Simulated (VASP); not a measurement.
A run of VASP 6.6.1 is set up as follows.

Contents of INCAR:

```
SYSTEM = NaH
ALGO     = Normal         ! electronic algorithm
EDIFF    = 1E-8           ! SCF threshold, eV
ENCUT    = 520            ! plane-wave cutoff, eV
GGA      = PS             ! functional
ISIF     = 2              ! what is computed and relaxed
ISMEAR   = -1             ! smearing method
LASPH    = .TRUE.         ! aspherical terms in the spheres
LCHARG   = .FALSE.        ! write CHGCAR
LEFG     = .TRUE.       
LREAL    = .FALSE.        ! projectors in reciprocal space
LWAVE    = .FALSE.        ! write WAVECAR
NBANDS   = 11             ! bands
NELM     = 100            ! most SCF steps
PREC     = Accurate       ! precision mode
SIGMA    = 0.03           ! smearing width, eV
```

File KPOINTS:

```
k-points
0
G
  9 9 9
  0 0 0
```

The input POSCAR:

```
NaH
1.0
    0.0000000000      2.4400000000      2.4400000000
    2.4400000000      0.0000000000      2.4400000000
    2.4400000000      2.4400000000      0.0000000000
Na H
1 1
Direct
    0.0000000000      0.0000000000      0.0000000000
    0.5000000000      0.5000000000      0.5000000000
```

Potentials or basis: VASP PAW PBE potentials, release 64 (Na_pv, H).

The run is started by

```console
$ cat potpaw_PBE.64/Na_pv/POTCAR potpaw_PBE.64/H/POTCAR > POTCAR
$ mpirun -np 1 vasp_std > vasp.out
```

Problem. Estimate the pressure.

Solution. -1.2 GPa.

Problem. Predict the band gap on the k mesh.

Solution. 3.82 eV (least direct gap 4.55 eV).

Caveat: the PAW data sets were made with another functional, which shifts forces and pressure a little; an odd mesh through Γ misses points on the zone boundary, where band edges can lie. PBEsol gaps usually lie below the measured ones, often by a third to a half.
